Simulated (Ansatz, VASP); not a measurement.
## CdTe: VASP beside Ansatz

```
Cd Te
1.0
     3.23097    3.23097    0.00000
    -3.23097    3.23097    0.00000
     0.00000    3.23097    3.23097
Cd Te
1 1
Direct
  0.00000 0.00000 0.00000
  0.75000 0.25000 0.50000
```

Alike in both runs: task single point; functional r2SCAN; k mesh 6 × 6 × 6; no spin polarisation.

```csv
,VASP,Ansatz
version,VASP 6.6.1,Ansatz 0.2.0
potentials or method,"VASP PAW PBE potentials, release 64 (Cd, Te)","PAW with Ansatz's default frozen-core files, scalar-relativistic"
plane-wave cutoff (eV),520,500
occupations,"gaussian, width 0.01 eV",fixed
valence electrons in the cell,18,36
```

VASP gave:

```
gap on the k mesh at the Fermi level (eV) : 1.30
pressure (GPa)                            : 2.1
```

Q: Estimate Ansatz's values.

A: gap on the k mesh at the Fermi level (eV): 1.31; pressure (GPa): 2.0.

VASP's potentials were made for PBE, not for r2SCAN. VASP's potentials hold 18 valence electrons a cell and Ansatz's 36, so a difference there can come from the potentials and not from the codes.

Spin-orbit coupling is off throughout.
